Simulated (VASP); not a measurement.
# CaO (P6_3mc) in VASP: single point with r2SCAN+rVV10

Aim: the single point of CaO with r2SCAN+rVV10.

All numbers are computed with VASP 6.6.1; they aren't measurements. Logs are shortened: lines on timing, memory, paths and dates and some standing lists are left out, and cuts for length are marked.

**1. The cell of the first run**

The structure is hexagonal, space group P6_3mc (No. 186). The conventional cell has a = 3.725 Å, b = 3.725 Å, c = 11.643 Å, α = 90.00°, β = 90.00°, γ = 120.00°. Within 3.0 Å of Ca (site symmetry 3m) lie 4 O at 2.25 to 2.27 Å. Ca (site symmetry 3m) has 4 O at 2.24 to 2.25 Å within 3.0 Å. Within 3.0 Å of O (site symmetry 3m) lie 4 Ca at 2.25 to 2.27 Å. O (site symmetry 3m) has 4 Ca at 2.24 to 2.25 Å within 3.0 Å.

**2. Single point, r2SCAN+rVV10**

POSCAR reads:

```
CaO
1.0
    3.7250810878      0.0000000000      0.0000000000
   -1.8625405439      3.2260148532      0.0000000000
    0.0000000000      0.0000000000     11.6428896405
Ca O
4 4
Direct
    0.0000000000      0.0000000000     -0.0037026829
    0.3333333333      0.6666666667      0.2477678754
    0.0000000000      0.0000000000      0.4962973171
    0.6666666667      0.3333333333      0.7477678754
    0.0000000000      0.0000000000      0.1910833619
    0.3333333333      0.6666666667      0.4398514454
    0.0000000000      0.0000000000      0.6910833619
    0.6666666667      0.3333333333      0.9398514454
```

INCAR.step1 reads:

```
PREC = Accurate ; ENCUT = 520
ISMEAR = -1 ; SIGMA = 0.03
LREAL = F ; LASPH = T
NELM = 60 ; NBANDS = 42
GGA = PE ; ALGO = Normal
EDIFF = 1E-4 ; LWAVE = T
LCHARG = F
```

INCAR.step2 reads:

```
PREC = Accurate ; ENCUT = 520
EDIFF = 1E-6 ; ISMEAR = -1
SIGMA = 0.03 ; LREAL = F
LASPH = T ; NELM = 60
ALGO = Normal ; ISIF = 2
LWAVE = F ; LCHARG = F
METAGGA = R2SCAN ; LMIXTAU = T
LUSE_VDW = T ; IVDW_NL = 2
BPARAM = 11.95 ; CPARAM = 0.0093
NBANDS = 42 ; ISTART = 1
```

KPOINTS reads:

```
Automatic mesh
0
Gamma
  12 12 2
```

Potentials or basis: VASP PAW PBE potentials, release 64 (Ca_sv, O).

Run with:

```bash
> cat potpaw_PBE.64/Ca_sv/POTCAR potpaw_PBE.64/O/POTCAR > POTCAR
> cp INCAR.step1 INCAR
> mpirun -np 1 vasp_std > vasp.out
> cp INCAR.step2 INCAR
> mpirun -np 1 vasp_std > vasp.out
```

OUTCAR:

```text
PREC = Accurate
   ENCUT = 520
   EDIFF = 1E-6
   ISMEAR = -1
   LREAL = F
   LASPH = T
   NELM = 60
   ISIF = 2
   METAGGA = R2SCAN
   IVDW_NL = 2
   BPARAM = 11.95
   ISTART = 1

 ion  position               nearest neighbor table
   1  0.000  0.000  0.996-   8 2.25   8 2.25   8 2.25   5 2.27
   2  0.333  0.667  0.248-   6 2.24   5 2.25   5 2.25   5 2.25
   3  0.000  0.000  0.496-   6 2.25   6 2.25   6 2.25   7 2.27
   4  0.667  0.333  0.748-   8 2.24   7 2.25   7 2.25   7 2.25
   5  0.000  0.000  0.191-   2 2.25   2 2.25   2 2.25   1 2.27
   6  0.333  0.667  0.440-   2 2.24   3 2.25   3 2.25   3 2.25
   7  0.000  0.000  0.691-   4 2.25   4 2.25   4 2.25   3 2.27
   8  0.667  0.333  0.940-   4 2.24   1 2.25   1 2.25   1 2.25

  LATTYP: Found a hexagonal cell.
 ALAT       =     3.7250810878
 C/A-ratio  =     3.1255399188

  Lattice vectors:

 A1 = (   3.7250810878,   0.0000000000,   0.0000000000)
 A2 = (  -1.8625405439,   3.2260148532,   0.0000000000)
 A3 = (   0.0000000000,   0.0000000000,  11.6428896405)

Analysis of symmetry for initial positions (statically):
=====================================================================
 Subroutine PRICEL returns:
 Original cell was already a primitive cell.

 Routine SETGRP: Setting up the symmetry group for a
 hexagonal supercell.

 Subroutine GETGRP returns: Found 12 space group operations
 (whereof  6 operations were pure point group operations)
 out of a pool of 24 trial point group operations.

The static configuration has the point symmetry C_3v.
 The point group associated with its full space group is C_6v.

Analysis of symmetry for dynamics (positions and initial velocities):
=====================================================================
 Subroutine PRICEL returns:
 Original cell was already a primitive cell.

 Routine SETGRP: Setting up the symmetry group for a
 hexagonal supercell.

 Subroutine GETGRP returns: Found 12 space group operations
 (whereof  6 operations were pure point group operations)
 out of a pool of 24 trial point group operations.

The dynamic configuration has the point symmetry C_3v.
 The point group associated with its full space group is C_6v.

 Subroutine INISYM returns: Found 12 space group operations
 (whereof  6 operations are pure point group operations),
 and found     1 'primitive' translations

----------------------------------------------------------------------------------------

                                     Primitive cell

  volume of cell :     139.9145

  direct lattice vectors                    reciprocal lattice vectors
     3.725081088  0.000000000  0.000000000     0.268450532  0.154989987  0.000000000
    -1.862540544  3.226014853  0.000000000     0.000000000  0.309979974  0.000000000
     0.000000000  0.000000000 11.642889640     0.000000000  0.000000000  0.085889331

  length of vectors
     3.725081088  3.725081088 11.642889640     0.309979974  0.309979974  0.085889331

  position of ions in fractional coordinates (direct lattice)
     0.000000000  0.000000000  0.996297317
     0.333333333  0.666666667  0.247767875
     0.000000000  0.000000000  0.496297317
     0.666666667  0.333333333  0.747767875
     0.000000000  0.000000000  0.191083362
     0.333333333  0.666666667  0.439851445
     0.000000000  0.000000000  0.691083362
     0.666666667  0.333333333  0.939851445

  ion indices of the primitive-cell ions
   primitive index   ion index
                 1           1
                 2           2
                 3           3
                 4           4
                 5           5
                 6           6
                 7           7
                 8           8

----------------------------------------------------------------------------------------

 KPOINTS: Automatic mesh

Automatic generation of k-mesh.
 Grid dimensions read from file:
 generate k-points for:   12   12    2

 Generating k-lattice:

  Cartesian coordinates                     Fractional coordinates (reciprocal lattice)
     0.022370878  0.012915832  0.000000000     0.083333333  0.000000000  0.000000000
     0.000000000  0.025831664  0.000000000     0.000000000  0.083333333  0.000000000
     0.000000000  0.000000000  0.042944665     0.000000000  0.000000000  0.500000000

  Length of vectors
     0.025831664  0.025831664  0.042944665

  Shift w.r.t. Gamma in fractional coordinates (k-lattice)
     0.000000000  0.000000000  0.000000000

 Subroutine IBZKPT returns following result:
 ===========================================

 Found     38 irreducible k-points:

 Following reciprocal coordinates:
            Coordinates               Weight
  0.000000  0.000000  0.000000      1.000000
  0.083333  0.000000  0.000000      6.000000
  0.166667  0.000000  0.000000      6.000000
  0.250000  0.000000  0.000000      6.000000
  0.333333  0.000000  0.000000      6.000000
  0.416667 -0.000000  0.000000      6.000000
[... 16 lines left out ...]
  0.250000  0.000000  0.500000      6.000000
  0.333333  0.000000  0.500000      6.000000
 [... further k-points ...]
   k-points           NKPTS =     38   k-points in BZ     NKDIM =     38   number of bands    NBANDS=     42
   number of dos      NEDOS =    301   number of ions     NIONS =      8
   total plane-waves  NPLWV =  70560
   dimension x,y,z NGX =    28 NGY =   28 NGZ =   90
   dimension x,y,z NGXF=    56 NGYF=   56 NGZF=  180
   ions per type =               4   4
   NGX,Y,Z   is equivalent  to a cutoff of  12.50, 12.50, 12.85 a.u.
   NGXF,Y,Z  is equivalent  to a cutoff of  24.99, 24.99, 25.70 a.u.
 SYSTEM =  unknown system
   PREC   = accura    normal or accurate (medium, high low for compatibility)
   ISTART =      1    job   : 0-new  1-cont  2-samecut
   ICHARG =      0    charge: 1-file 2-atom 10-const
   ISPIN  =      1    spin polarized calculation?
   LNONCOLLINEAR =      F non collinear calculations
   LSORBIT =      F    spin-orbit coupling
   LASPH  =      T    aspherical Exc in radial PAW
   ENCUT  =  520.0 eV  38.22 Ry    6.18 a.u.   6.93  6.93 21.65*2*pi/ulx,y,z
   NELM   =     60;   NELMIN=  2; NELMDL=  0     # of ELM steps
   EDIFF  = 0.1E-05   stopping-criterion for ELM
   LREAL  =      F    real-space projection
   EDIFFG = 0.1E-04   stopping-criterion for IOM
   NSW    =      0    number of steps for IOM
   IBRION =     -1    ionic relax: 0-MD 1-quasi-New 2-CG
   NFREE  =      0    steps in history (QN), initial steepest desc. (CG)
   ISIF   =      2    stress and relaxation
   ISYM   =      2    0-nonsym 1-usesym 2-fastsym
   POTIM  = 0.5000    time-step for ionic-motion
   TEBEG  =    0.0;   TEEND  =   0.0 temperature during run
   PSTRESS=    0.0 pullay stress
   NELECT =      64.0000    total number of electrons
   NUPDOWN=      -1.0000    fix difference up-down
   EMIN   =  10.00;   EMAX   =-10.00  energy-range for DOS
   EFERMI =   0.00;   METHOD = LEGACY
   ISMEAR =    -1;   SIGMA  =   0.03  broadening in eV -4-tet -1-fermi 0-gaus
   EFERMI_NEDOS =   21; number of points for ismear=-14 and -15
   IALGO  =     38    algorithm
   IMIX   =      4    mixing-type and parameters
     AMIX     =   0.40;   BMIX     =  1.00
     AMIX_MAG =   1.60;   BMIX_MAG =  1.00
  volume/ion in A,a.u.               =      17.49       118.02
  Fermi-wavevector in a.u.,A,eV,Ry     =   1.261384  2.383669 21.648076  1.591089
  Thomas-Fermi vector in A             =   2.394845
   LORBIT       =      0    0 simple, 1 ext, 2 COOP (PROOUT), +10 PAW based schemes
   METAGGA = R2SCAN    functional components
   LHFCALC =     F    Hartree Fock is set to
   AEXX    =    0.0000 exact exchange contribution
   IVDW_NL    =     2    kernel type
   BPARAM     =11.9500
   IVDW    =     0    specifies the selected vdW correction
   LEPSILON=     F    determine dielectric tensor
   LRPA    =     F    only Hartree local field effects (RPA)
 non-spin polarized calculation
  energy-cutoff  :      520.00
  volume of cell :      139.91
 maximum number of plane-waves:      3792
 NGX is ok and might be reduce to    28
   NGX = 13   NGY = 13   NGZ = 43

 number of electron      64.0000000 magnetization

 Free energy of the ion-electron system (eV)
  ---------------------------------------------------
  ext. energy  EPLUGINS =         0.00000000
  ---------------------------------------------------
  free energy    TOTEN  =       -74.02934687 eV

  energy without entropy =      -74.02934687  energy(sigma->0) =      -74.02934687

 E-fermi :   0.9648     XC(G=0):  -9.7155

 val. band max:        0.1265088530   @ k =   0.5000   0.0000   0.0000
 cond. band min:       3.8871203295   @ k =   0.0000   0.0000   0.0000
 fundamental gap:      3.7606114765
 Fermi energy:         0.9647789444

 k-point     1 :       0.0000    0.0000    0.0000
  band No.  band energies     occupation
      1     -38.3041      2.00000
      2     -38.2948      2.00000
      3     -38.2205      2.00000
      4     -38.2111      2.00000
      5     -19.1455      2.00000
      6     -18.8157      2.00000
[... 34 lines left out ...]
     41       9.1852      0.00000
     42       9.2144      0.00000

 k-point     2 :       0.0833    0.0000    0.0000
  band No.  band energies     occupation
      1     -38.3017      2.00000
      2     -38.2929      2.00000
      3     -38.2186      2.00000
      4     -38.2097      2.00000
      5     -19.1443      2.00000
      6     -18.8381      2.00000
[... 34 lines left out ...]
     41       8.6779      0.00000
     42       9.0564      0.00000

 k-point     3 :       0.1667    0.0000    0.0000
  band No.  band energies     occupation
      1     -38.2951      2.00000
      2     -38.2877      2.00000
      3     -38.2134      2.00000
      4     -38.2059      2.00000
      5     -19.1458      2.00000
      6     -18.9099      2.00000
[... 897 lines left out ...]
      4     -38.2035      2.00000
      5     -19.1211      2.00000
      6     -19.1211      2.00000
[... 34 lines left out ...]
     41       8.4960      0.00000
     42       8.4960      0.00000

 k-point    24 :       0.3333    0.0000    0.5000
  band No.  band energies     occupation
      1     -38.2751      2.00000
      2     -38.2751      2.00000
      3     -38.1975      2.00000
      4     -38.1975      2.00000
      5     -19.1812      2.00000
      6     -19.1812      2.00000
[... 34 lines left out ...]
     41       8.3130      0.00000
     42       8.3130      0.00000

 [... further k-points ...]

------------------------ aborting loop because EDIFF is reached ----------------------------------------

  FORCE on cell =-STRESS in cart. coord.  units (eV):
  Direction    XX          YY          ZZ          XY          YZ          ZX
  --------------------------------------------------------------------------------------
  -------------------------------------------------------------------------------------
  Total        0.8774105      0.8774105      0.7799477      0.0000000     -0.0000000      0.0000000
  in kB       10.0473265     10.0473265      8.9312697      0.0000000     -0.0000000      0.0000000
  external PRESSURE =       9.6753075 kB  Pullay stress =       0.0000000 kB

 VOLUME and BASIS-vectors are now :
 -----------------------------------------------------------------------------
  energy-cutoff  :      520.00
  volume of cell :      139.91
      direct lattice vectors                 reciprocal lattice vectors
     3.725081088  0.000000000  0.000000000     0.268450532  0.154989987  0.000000000
    -1.862540544  3.226014853  0.000000000     0.000000000  0.309979974  0.000000000
     0.000000000  0.000000000 11.642889640     0.000000000  0.000000000  0.085889331

 POSITION                                       TOTAL-FORCE (eV/Angst)
 -----------------------------------------------------------------------------------
      0.00000      0.00000     11.59978         0.000000     -0.000000     -0.009855
     -0.00000      2.15068      2.88473        -0.000000      0.000000     -0.017106
      0.00000      0.00000      5.77833         0.000000      0.000000     -0.009855
      1.86254      1.07534      8.70618         0.000000      0.000000     -0.017106
      0.00000      0.00000      2.22476         0.000000      0.000000      0.011598
     -0.00000      2.15068      5.12114        -0.000000     -0.000000      0.015363
      0.00000      0.00000      8.04621         0.000000     -0.000000      0.011598
      1.86254      1.07534     10.94259        -0.000000      0.000000      0.015363
 -----------------------------------------------------------------------------------
    total drift:                                0.000000      0.000000      0.016631

  FREE ENERGIE OF THE ION-ELECTRON SYSTEM (eV)
  ---------------------------------------------------
  free  energy   TOTEN  =       -74.0293468722 eV

  energy  without entropy=      -74.0293468722  energy(sigma->0) =      -74.02934687
```

It took 26 min on 1 thread of Intel Xeon 8259CL, shared host; peak memory 0.64 GiB.

What came out:

```yaml
Free_energy: -74.0293 eV
Pressure: 1.0 GPa
Largest_force: 0.017 eV/Å
Band_gap_on_the_k_mesh: 3.76 eV (least direct gap 4.17 eV)
```

Forces on the atoms (eV/Å):
```
Ca   0.000  0.000 -0.010
Ca   0.000  0.000 -0.017
Ca   0.000  0.000 -0.010
Ca   0.000  0.000 -0.017
O    0.000  0.000  0.012
O    0.000  0.000  0.015
O    0.000  0.000  0.012
O    0.000  0.000  0.015
```

Stress tensor (GPa, compression positive):
```
1.00 0.00 0.00
0.00 1.00 0.00
0.00 0.00 0.89
```

Caveat: the PAW data sets were made with another functional, which shifts forces and pressure a little. A k mesh can miss the band edges.
